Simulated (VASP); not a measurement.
## Ru: single point with PBEsol

Crystal: Ru.

```xyz
1
Lattice="2.4811 0.0000 0.0000 0.0000 2.4811 0.0000 0.0000 0.0000 2.4811" Properties=species:S:1:pos:R:3 pbc="T T T"
Ru    0.0000    0.0000    0.0000
```

* Program: VASP 6.6.1
* Task: single point
* Functional: PBEsol
* Potentials or basis: VASP PAW PBE potentials, release 64 (Ru_pv)
* Cutoff: 520 eV
* k mesh: 13 × 13 × 13
* Occupations: fermi-dirac, width 0.136057 eV
* Spin: no spin polarisation

```
Pressure               : 0.5 GPa
Band gap on the k mesh : zero (band 7 reaches 14.57 eV, above the bottom of band 8 at 9.94 eV)
```

Levels at points of the mesh, in eV from the Fermi level:
| k point | band 3 | band 4 | band 5 | band 6 | band 7 | band 8 | band 9 | band 10 | band 11 | band 12 |
| --- | --- | --- | --- | --- | --- | --- | --- | --- | --- | --- |
| (0.00, 0.00, 0.00) | -42.36 | -7.41 | -5.59 | -5.59 | 1.74 | 1.74 | 1.74 | 10.76 | 16.85 | 16.85 |

It took 18 s on 1 thread of AMD EPYC 7R13, on a shared host, peak memory 0.1 GiB.

Caveat: the PAW data sets were made with another functional, which shifts forces and pressure a little.
